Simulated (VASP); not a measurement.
A run of VASP 6.6.1 is set up as follows.

File INCAR:

```
SYSTEM = CaO
  PREC = Accurate
  ENCUT = 520
  EDIFF = 1E-6
  ISMEAR = 0
  SIGMA = 0.05
  LREAL = .False.
  LASPH = .True.
  NELM = 100
  ALGO = Normal
  ISIF = 2
  LWAVE = .False.
  LCHARG = .True.
  GGA = PE
  LELF = .True.
  LVHAR = .True.
  NBANDS = 15
```

The input KPOINTS:

```
Automatic mesh
0
Gamma
  12 12 12
  0 0 0
```

The input POSCAR:

```
CaO
1.0
    0.0000000000      2.4303877876      2.4303877876
    2.4303877876      0.0000000000      2.4303877876
    2.4303877876      2.4303877876      0.0000000000
Ca O
1 1
Direct
    0.5000000000      0.5000000000      0.5000000000
    0.0000000000      0.0000000000      0.0000000000
```

Potentials or basis: VASP PAW PBE potentials, release 64 (Ca_sv, O).

The run is started by

```sh
$ cat potpaw_PBE.64/Ca_sv/POTCAR potpaw_PBE.64/O/POTCAR > POTCAR
$ mpirun -np 1 vasp_std > vasp.out
```

(1) What does it give for the pressure?

(2) What does it give for the band gap on the k mesh?

## Answers

(1) -1.4 GPa.

(2) 3.64 eV, indirect (least direct gap 4.02 eV).
